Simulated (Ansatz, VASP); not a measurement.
# Two plane-wave programs on SiC5

```
CELL_PARAMETERS angstrom
2.73104 0.00000 0.00000
-1.36552 2.36515 0.00000
0.00000 0.00000 6.77890
ATOMIC_POSITIONS crystal
Si 0.00000 0.00000 0.99392
C 0.33333 0.66667 0.35062
C 0.33333 0.66667 0.57699
C 0.00000 0.00000 0.27560
C 0.66667 0.33333 0.65337
C 0.66667 0.33333 0.87951
```

Alike in both runs: functional PBE; k mesh 12 × 12 × 4; occupations gaussian, width 0.02 eV; no spin polarisation.

Ansatz relaxed the structure, and its values are those at the end. VASP's run is a single point on that final structure, the one shown.

```csv
,VASP,Ansatz
version,VASP 6.6.1,Ansatz 0.2.0
potentials or method,"VASP PAW PBE potentials, release 64 (Si, C), cutoff 520 eV","scalar-relativistic, plane waves, PAW"
valence electrons in the cell,24,24
```

|  | VASP | Ansatz | Ansatz less VASP |
| --- | --- | --- | --- |
| gap on the k mesh at the Fermi level (eV) | 1.22 | 1.24 | +0.011 |
| least direct gap on the mesh (eV) | 3.26 | 3.27 | +0.010 |
| pressure (GPa) | 0.1 | 0.0 | -0.13 |
| rms of the force components (eV/Å) | 0.015 | 0.001 | -0.0143 |
